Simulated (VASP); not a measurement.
Input of a VASP 6.6.1 run:

The input POSCAR:

```
InP
1.0
    0.0000000000      3.0128633875      2.8871300864
    3.0128633875      0.0000000000      2.8871300864
    3.0128633875      3.0128633875      0.0000000000
In P
1 1
Direct
    0.0000000000      0.0000000000      0.0000000000
    0.2500000000      0.2500000000      0.2500000000
```

The input INCAR.step1:

```
ALGO = Normal
EDIFF = 1E-8
ENCUT = 500
GGA = PE
ISMEAR = 0
LASPH = T
LCHARG = F
LREAL = F
LWAVE = T
NELM = 60
PREC = Accurate
SIGMA = 0.01
```

INCAR.step2

```
ALGO = Exact
EDIFF = 1E-8
ENCUT = 500
GGA = PE
ISMEAR = 0
ISTART = 1
LASPH = T
LCHARG = F
LOPTICS = T
LREAL = F
LWAVE = T
NBANDS = 227
NELM = 1
PREC = Accurate
SIGMA = 0.01
```

INCAR.step3

```
ALGO = EVGW0
EDIFF = 1E-8
ENCUT = 500
ENCUTGW = 150.0
GGA = PE
ISMEAR = 0
ISTART = 1
LASPH = T
LCHARG = F
LREAL = F
LWAVE = F
NBANDS = 227
NBANDSGW = 17
NELMGW = 1
NOMEGA = 96
OMEGAMAX = 20
PREC = Accurate
PRECFOCK = Fast
SIGMA = 0.01
```

KPOINTS

```
k-points
0
Gamma
  4 4 4
```

Potentials or basis: VASP PAW PBE potentials, release 64 (In_d_GW, P_GW).

Run with:

```sh
$ cat potpaw_PBE.64/In_d_GW/POTCAR potpaw_PBE.64/P_GW/POTCAR > POTCAR
$ cp INCAR.step1 INCAR
$ mpirun -np 1 vasp_std > vasp.out
$ cp INCAR.step2 INCAR
$ mpirun -np 1 vasp_std > vasp.out
$ cp INCAR.step3 INCAR
$ mpirun -np 1 vasp_std > vasp.out
```

Q: Estimate the quasiparticle gap.

A: 0.83 eV.

Q: Estimate the least direct quasiparticle gap.

A: 0.83 eV.

Q: Predict the band gap of the starting levels on the mesh.

A: 0.34 eV.

Q: What does it give for the least direct gap of the starting levels on the mesh?

A: 0.34 eV.

Caveat: the k points lie up to 0.46 Å⁻¹ apart; bands, screening cutoff and mesh are small and nothing is extrapolated, so the quasiparticle values aren't converged; spin-orbit coupling is left out, which moves the levels of the heavy elements.
